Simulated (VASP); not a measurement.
# PbF2 (Fm-3m) in VASP: single point with PBE

Aim: the single point of PbF2 with PBE.

All numbers are computed with VASP 6.6.1; they aren't measurements. Logs are shortened: lines on timing, memory, paths and dates and some standing lists are left out, and cuts for length are marked.

## Step 1: The cell of the first run

The structure is cubic, space group Fm-3m (No. 225). The conventional cell has a = 5.916 Å, b = 5.916 Å, c = 5.916 Å, α = 90.00°, β = 90.00°, γ = 90.00°. Within 3.4 Å of Pb (site symmetry m-3m) lie 8 F at 2.56 Å. Within 3.4 Å of F (site symmetry -43m) lie 4 Pb at 2.56 Å and 6 F at 2.96 Å.

## Step 2: Single point, PBE

Input file INCAR:

```
SYSTEM = PbF2
  PREC = Accurate
  ENCUT = 520
  EDIFF = 1E-7
  ISMEAR = -1
  SIGMA = 0.03
  LREAL = .False.
  LASPH = .True.
  NELM = 100
  ALGO = Normal
  ISIF = 2
  LWAVE = .False.
  LCHARG = .False.
  GGA = PE
  NBANDS = 21
```

Input file KPOINTS:

```
regular mesh
0
Gamma
  7 7 7
  0 0 0
```

Input file POSCAR:

```
PbF2
1.0
    0.0000000000      2.9579484323      2.9579484323
    2.9579484323      0.0000000000      2.9579484323
    2.9579484323      2.9579484323      0.0000000000
Pb F
1 2
Direct
    0.0000000000      0.0000000000      0.0000000000
    0.7500000000      0.7500000000      0.7500000000
    0.2500000000      0.2500000000      0.2500000000
```

Potentials or basis: VASP PAW PBE potentials, release 64 (Pb_d, F).

Launch:

```bash
> cat potpaw_PBE.64/Pb_d/POTCAR potpaw_PBE.64/F/POTCAR > POTCAR
> mpirun -np 1 vasp_std > vasp.out
```

OUTCAR:

```text
SYSTEM = PbF2
   PREC = Accurate
   ENCUT = 520
   EDIFF = 1E-7
   ISMEAR = -1
   LREAL = .False.
   LASPH = .True.
   NELM = 100
   ISIF = 2
   GGA = PE

 ion  position               nearest neighbor table
   1  0.000  0.000  0.000-   2 2.56   3 2.56   2 2.56   2 2.56   3 2.56   2 2.56   3 2.56   3 2.56

   2  0.750  0.750  0.750-   1 2.56   1 2.56   1 2.56   1 2.56
   3  0.250  0.250  0.250-   1 2.56   1 2.56   1 2.56   1 2.56

  LATTYP: Found a face centered cubic cell.
 ALAT       =     5.9158968646

  Lattice vectors:

 A1 = (   0.0000000000,   2.9579484323,   2.9579484323)
 A2 = (   2.9579484323,   0.0000000000,   2.9579484323)
 A3 = (   2.9579484323,   2.9579484323,   0.0000000000)

Analysis of symmetry for initial positions (statically):
=====================================================================
 Subroutine PRICEL returns:
 Original cell was already a primitive cell.

 Routine SETGRP: Setting up the symmetry group for a
 face centered cubic supercell.

 Subroutine GETGRP returns: Found 48 space group operations
 (whereof 48 operations were pure point group operations)
 out of a pool of 48 trial point group operations.

The static configuration has the point symmetry O_h .

Analysis of symmetry for dynamics (positions and initial velocities):
=====================================================================
 Subroutine PRICEL returns:
 Original cell was already a primitive cell.

 Routine SETGRP: Setting up the symmetry group for a
 face centered cubic supercell.

 Subroutine GETGRP returns: Found 48 space group operations
 (whereof 48 operations were pure point group operations)
 out of a pool of 48 trial point group operations.

The dynamic configuration has the point symmetry O_h .

 Subroutine INISYM returns: Found 48 space group operations
 (whereof 48 operations are pure point group operations),
 and found     1 'primitive' translations

----------------------------------------------------------------------------------------

                                     Primitive cell

  volume of cell :      51.7609

  direct lattice vectors                    reciprocal lattice vectors
     0.000000000  2.957948432  2.957948432    -0.169036077  0.169036077  0.169036077
     2.957948432  0.000000000  2.957948432     0.169036077 -0.169036077  0.169036077
     2.957948432  2.957948432  0.000000000     0.169036077  0.169036077 -0.169036077

  length of vectors
     4.183170790  4.183170790  4.183170790     0.292779074  0.292779074  0.292779074

  position of ions in fractional coordinates (direct lattice)
     0.000000000  0.000000000  0.000000000
     0.750000000  0.750000000  0.750000000
     0.250000000  0.250000000  0.250000000

  ion indices of the primitive-cell ions
   primitive index   ion index
                 1           1
                 2           2
                 3           3

----------------------------------------------------------------------------------------

 KPOINTS: regular mesh

Automatic generation of k-mesh.
 Grid dimensions read from file:
 generate k-points for:    7    7    7

 Generating k-lattice:

  Cartesian coordinates                     Fractional coordinates (reciprocal lattice)
    -0.024148011  0.024148011  0.024148011     0.142857143  0.000000000  0.000000000
     0.024148011 -0.024148011  0.024148011     0.000000000  0.142857143  0.000000000
     0.024148011  0.024148011 -0.024148011     0.000000000  0.000000000  0.142857143

  Length of vectors
     0.041825582  0.041825582  0.041825582

  Shift w.r.t. Gamma in fractional coordinates (k-lattice)
     0.000000000  0.000000000  0.000000000

 Subroutine IBZKPT returns following result:
 ===========================================

 Found     20 irreducible k-points:

 Following reciprocal coordinates:
            Coordinates               Weight
  0.000000  0.000000  0.000000      1.000000
  0.142857  0.000000  0.000000      8.000000
  0.285714  0.000000  0.000000      8.000000
  0.428571  0.000000  0.000000      8.000000
  0.142857  0.142857  0.000000      6.000000
  0.285714  0.142857  0.000000     24.000000
[... 12 lines left out ...]
 -0.428571  0.428571  0.142857     24.000000
 -0.285714  0.428571  0.142857     24.000000
   k-points           NKPTS =     20   k-points in BZ     NKDIM =     20   number of bands    NBANDS=     21
   number of dos      NEDOS =    301   number of ions     NIONS =      3
   total plane-waves  NPLWV =  32768
   dimension x,y,z NGX =    32 NGY =   32 NGZ =   32
   dimension x,y,z NGXF=    64 NGYF=   64 NGZF=   64
   ions per type =               1   2
   NGX,Y,Z   is equivalent  to a cutoff of  12.72, 12.72, 12.72 a.u.
   NGXF,Y,Z  is equivalent  to a cutoff of  25.43, 25.43, 25.43 a.u.
 SYSTEM =  PbF2
   PREC   = accura    normal or accurate (medium, high low for compatibility)
   ISTART =      0    job   : 0-new  1-cont  2-samecut
   ICHARG =      2    charge: 1-file 2-atom 10-const
   ISPIN  =      1    spin polarized calculation?
   LNONCOLLINEAR =      F non collinear calculations
   LSORBIT =      F    spin-orbit coupling
   LASPH  =      T    aspherical Exc in radial PAW
   ENCUT  =  520.0 eV  38.22 Ry    6.18 a.u.   7.78  7.78  7.78*2*pi/ulx,y,z
   NELM   =    100;   NELMIN=  2; NELMDL= -5     # of ELM steps
   EDIFF  = 0.1E-06   stopping-criterion for ELM
   LREAL  =      F    real-space projection
   EDIFFG = 0.1E-05   stopping-criterion for IOM
   NSW    =      0    number of steps for IOM
   IBRION =     -1    ionic relax: 0-MD 1-quasi-New 2-CG
   NFREE  =      0    steps in history (QN), initial steepest desc. (CG)
   ISIF   =      2    stress and relaxation
   ISYM   =      2    0-nonsym 1-usesym 2-fastsym
   POTIM  = 0.5000    time-step for ionic-motion
   TEBEG  =    0.0;   TEEND  =   0.0 temperature during run
   PSTRESS=    0.0 pullay stress
   NELECT =      28.0000    total number of electrons
   NUPDOWN=      -1.0000    fix difference up-down
   EMIN   =  10.00;   EMAX   =-10.00  energy-range for DOS
   EFERMI =   0.00;   METHOD = LEGACY
   ISMEAR =    -1;   SIGMA  =   0.03  broadening in eV -4-tet -1-fermi 0-gaus
   EFERMI_NEDOS =   21; number of points for ismear=-14 and -15
   IALGO  =     38    algorithm
   IMIX   =      4    mixing-type and parameters
     AMIX     =   0.40;   BMIX     =  1.00
     AMIX_MAG =   1.60;   BMIX_MAG =  1.00
  volume/ion in A,a.u.               =      17.25       116.43
  Fermi-wavevector in a.u.,A,eV,Ry     =   1.333911  2.520727 24.209105  1.779319
  Thomas-Fermi vector in A             =   2.462733
   LORBIT       =      0    0 simple, 1 ext, 2 COOP (PROOUT), +10 PAW based schemes
   GGA     = PE    functional components
   LHFCALC =     F    Hartree Fock is set to
   AEXX    =    0.0000 exact exchange contribution
   IVDW    =     0    specifies the selected vdW correction
   LEPSILON=     F    determine dielectric tensor
   LRPA    =     F    only Hartree local field effects (RPA)
 non-spin polarized calculation
  energy-cutoff  :      520.00
  volume of cell :       51.76
 maximum number of plane-waves:      1411
   NGX = 15   NGY = 15   NGZ = 15

 number of electron      28.0000001 magnetization

 Free energy of the ion-electron system (eV)
  ---------------------------------------------------
  ext. energy  EPLUGINS =         0.00000000
  ---------------------------------------------------
  free energy    TOTEN  =       -14.32837415 eV

  energy without entropy =      -14.32837415  energy(sigma->0) =      -14.32837415

 E-fermi :   2.7178     XC(G=0):  -9.4352

 val. band max:        1.9507442122   @ k =  -0.2857   0.4286   0.1429
 cond. band min:       6.4091267730   @ k =   0.4286   0.4286   0.0000
 fundamental gap:      4.4583825609
 Fermi energy:         2.7178497564

 k-point     1 :       0.0000    0.0000    0.0000
  band No.  band energies     occupation
      1     -19.1847      2.00000
      2     -18.5535      2.00000
      3     -12.4833      2.00000
      4     -12.4833      2.00000
      5     -12.4833      2.00000
      6     -12.4241      2.00000
[... 13 lines left out ...]
     20      17.1224      0.00000
     21      19.5084      0.00000

 k-point     2 :       0.1429    0.0000    0.0000
  band No.  band energies     occupation
      1     -19.1446      2.00000
      2     -18.5897      2.00000
      3     -12.4752      2.00000
      4     -12.4752      2.00000
      5     -12.4411      2.00000
      6     -12.4238      2.00000
[... 13 lines left out ...]
     20      16.6085      0.00000
     21      18.7407      0.00000

 k-point     3 :       0.2857    0.0000    0.0000
  band No.  band energies     occupation
      1     -19.0446      2.00000
      2     -18.6787      2.00000
      3     -12.4656      2.00000
      4     -12.4656      2.00000
      5     -12.4144      2.00000
      6     -12.4144      2.00000
[... 13 lines left out ...]
     20      16.0098      0.00000
     21      17.3297      0.00000

 k-point     4 :       0.4286    0.0000    0.0000
  band No.  band energies     occupation
      1     -18.9272      2.00000
      2     -18.7852      2.00000
      3     -12.4660      2.00000
      4     -12.4660      2.00000
      5     -12.3987      2.00000
      6     -12.3987      2.00000
[... 13 lines left out ...]
     20      15.7471      0.00000
     21      16.3765      0.00000

 k-point     5 :       0.1429    0.1429    0.0000
  band No.  band energies     occupation
      1     -19.1324      2.00000
      2     -18.6003      2.00000
      3     -12.4668      2.00000
      4     -12.4668      2.00000
      5     -12.4362      2.00000
      6     -12.4303      2.00000
[... 13 lines left out ...]
     20      17.3084      0.00000
     21      18.7574      0.00000
[... 286 lines left out ...]
     20      17.9281      0.00000
     21      18.0056      0.00000

 k-point    18 :      -0.4286    0.2857    0.1429
  band No.  band energies     occupation
      1     -18.8938      2.00000
      2     -18.8070      2.00000
      3     -12.4451      2.00000
      4     -12.4321      2.00000
      5     -12.4051      2.00000
      6     -12.3641      2.00000
[... 13 lines left out ...]
     20      18.2801      0.00000
     21      18.6120      0.00000

 k-point    19 :      -0.4286    0.4286    0.1429
  band No.  band energies     occupation
      1     -18.8925      2.00000
      2     -18.8016      2.00000
      3     -12.4516      2.00000
      4     -12.4098      2.00000
      5     -12.3986      2.00000
      6     -12.3702      2.00000
[... 13 lines left out ...]
     20      17.2446      0.00000
     21      18.8339      0.00000

 k-point    20 :      -0.2857    0.4286    0.1429
  band No.  band energies     occupation
      1     -18.8501      2.00000
      2     -18.8427      2.00000
      3     -12.4457      2.00000
      4     -12.4147      2.00000
      5     -12.4000      2.00000
      6     -12.3332      2.00000
[... 13 lines left out ...]
     20      18.0410      0.00000
     21      18.4972      0.00000

------------------------ aborting loop because EDIFF is reached ----------------------------------------

  FORCE on cell =-STRESS in cart. coord.  units (eV):
  Direction    XX          YY          ZZ          XY          YZ          ZX
  --------------------------------------------------------------------------------------
  -------------------------------------------------------------------------------------
  Total        0.9519143      0.9519143      0.9519143      0.0000000      0.0000000     -0.0000000
  in kB       29.4650139     29.4650139     29.4650139      0.0000000      0.0000000     -0.0000000
  external PRESSURE =      29.4650139 kB  Pullay stress =       0.0000000 kB

 VOLUME and BASIS-vectors are now :
 -----------------------------------------------------------------------------
  energy-cutoff  :      520.00
  volume of cell :       51.76
      direct lattice vectors                 reciprocal lattice vectors
     0.000000000  2.957948432  2.957948432    -0.169036077  0.169036077  0.169036077
     2.957948432  0.000000000  2.957948432     0.169036077 -0.169036077  0.169036077
     2.957948432  2.957948432  0.000000000     0.169036077  0.169036077 -0.169036077

 POSITION                                       TOTAL-FORCE (eV/Angst)
 -----------------------------------------------------------------------------------
      0.00000      0.00000      0.00000         0.000000      0.000000      0.000000
      4.43692      4.43692      4.43692        -0.000000     -0.000000     -0.000000
      1.47897      1.47897      1.47897        -0.000000     -0.000000      0.000000
 -----------------------------------------------------------------------------------
    total drift:                                0.000000     -0.000000      0.000000

  FREE ENERGIE OF THE ION-ELECTRON SYSTEM (eV)
  ---------------------------------------------------
  free  energy   TOTEN  =       -14.3283741548 eV

  energy  without entropy=      -14.3283741548  energy(sigma->0) =      -14.32837415
```

It took 41 s on 1 thread of Intel Xeon 8259CL, shared host; peak memory 0.18 GiB.

Results:

```yaml
Free_energy: -14.3284 eV
Pressure: 2.9 GPa
Band_gap_on_the_k_mesh: 4.46 eV (least direct gap 4.67 eV)
```

Levels at points of the mesh, in eV from the valence-band top:
```
           k point  band 11  band 12  band 13  band 14  band 15  band 16  band 17  band 18
(0.00, 0.00, 0.00)    -2.50    -2.00    -2.00    -2.00     6.79     6.79     6.79    10.67
```

Caveat: spin-orbit coupling is left out, which moves the levels of the heavy elements; an odd mesh through Γ misses points on the zone boundary, where band edges can lie.
